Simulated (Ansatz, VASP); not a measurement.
# Two plane-wave programs on CaScB2

INCAR

```
SYSTEM = CaScB2
PREC = Accurate ; ENCUT = 600
EDIFF = 1E-6 ; ISMEAR = 0
SIGMA = 0.1 ; LREAL = .FALSE.
LASPH = .TRUE. ; NELM = 100
ALGO = Normal ; ISIF = 3
LWAVE = .FALSE. ; LCHARG = .FALSE.
GGA = PE ; IBRION = 2
NSW = 100 ; EDIFFG = -0.01
```

KPOINTS

```
Automatic mesh
0
G
  10 10 14
  0 0 0
```

File POSCAR:

```
CaScB2
1.0
    4.3485347156      0.0000000000      0.0000000000
    0.0000000000      4.3485347156      0.0000000000
    0.0000000000      0.0000000000      3.1920237995
Ca Sc B
1 1 2
Direct
    0.5000000000      0.5000000000      0.6201560610
    0.0000000000      0.0000000000      0.4968608597
    0.5000000000      0.0000000000      0.0893251947
    0.0000000000      0.5000000000      0.0893251947
```

Input for Ansatz:

```yaml
crystal:
  lattice:
    - [4.3485347156, 0.0, 0.0]
    - [0.0, 4.3485347156, 0.0]
    - [0.0, 0.0, 3.1920237995]
  atoms:
    - { symbol: Ca, position: [0.5, 0.5, 0.620156061] }
    - { symbol: Sc, position: [0.0, 0.0, 0.4968608597] }
    - { symbol: B, position: [0.5, 0.0, 0.0893251947] }
    - { symbol: B, position: [0.0, 0.5, 0.0893251947] }
basis:
  ecutwfc: 420
kpoints:
  mp_grid: { grid: [10, 10, 14] }
hamiltonian:
  xc: pbe
scf:
  occupations: { method: gaussian, width: 0.1 }
output:
  forces: true
  stress: true
  eigenvalues: true
  write_density: true
  write_potential: true
  elf: true
  volumetric_format: npy
relax:
  adjacent_minimum: "off"
  f_tol: 0.01
  max_steps: 80
  cell: { stress_tol: 0.05 }
```

Alike in both runs: task relaxation of cell and atoms; functional PBE; k mesh 10 × 10 × 14; occupations gaussian, width 0.1 eV; no spin polarisation.

```csv
,VASP,Ansatz
version,VASP 6.6.1,Ansatz 0.2.0
potentials or method,"VASP PAW PBE potentials, release 64 (Ca_sv, Sc_sv, B), cutoff 600 eV","scalar-relativistic, plane waves, PAW"
valence electrons in the cell,27,27
```

|  | VASP | Ansatz | Ansatz less VASP |
| --- | --- | --- | --- |
| gap on the k mesh at the Fermi level, each at its own relaxed structure (eV) | none | none | - |
| relaxed volume (Å³/atom) | 14.94 | 14.88 | -0.059 |
| relaxed cell length with the largest relative difference (Å) | 4.416 | 4.410 | -0.0059 |

A gap of «none» marks a metal or a gap that the smearing closes.
